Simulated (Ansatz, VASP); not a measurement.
## Two plane-wave programs on Nb

```
Nb
1.0
    -2.04548    1.68488    1.68488
     1.68488   -2.04548    1.68488
     1.68488    1.68488   -2.04548
Nb
1
Cartesian
  0.0000 0.0000 0.0000
```

Alike in both runs: task single point; functional PBEsol; k mesh 22 × 22 × 22; occupations gaussian, width 0.15 eV; no spin polarisation.

|  | VASP | Ansatz |
| --- | --- | --- |
| version | VASP 6.6.1 | Ansatz 0.2.0 |
| potentials or method | VASP PAW PBE potentials, release 64 (Nb_sv), cutoff 520 eV | scalar-relativistic, plane waves, PAW |
| valence electrons in the cell | 13 | 13 |

VASP gave:

* gap on the k mesh at the Fermi level (eV): none
* pressure (GPa): 8.9
* traceless stress, the component that is largest in VASP (GPa): 24.87

Problem. Which values does Ansatz return?

Solution. gap on the k mesh at the Fermi level (eV): none; pressure (GPa): 9.1; traceless stress, the component that is largest in VASP (GPa): 24.75.

VASP's potentials were made for PBE, not for PBEsol. A gap of «none» marks a metal or a gap that the smearing closes.
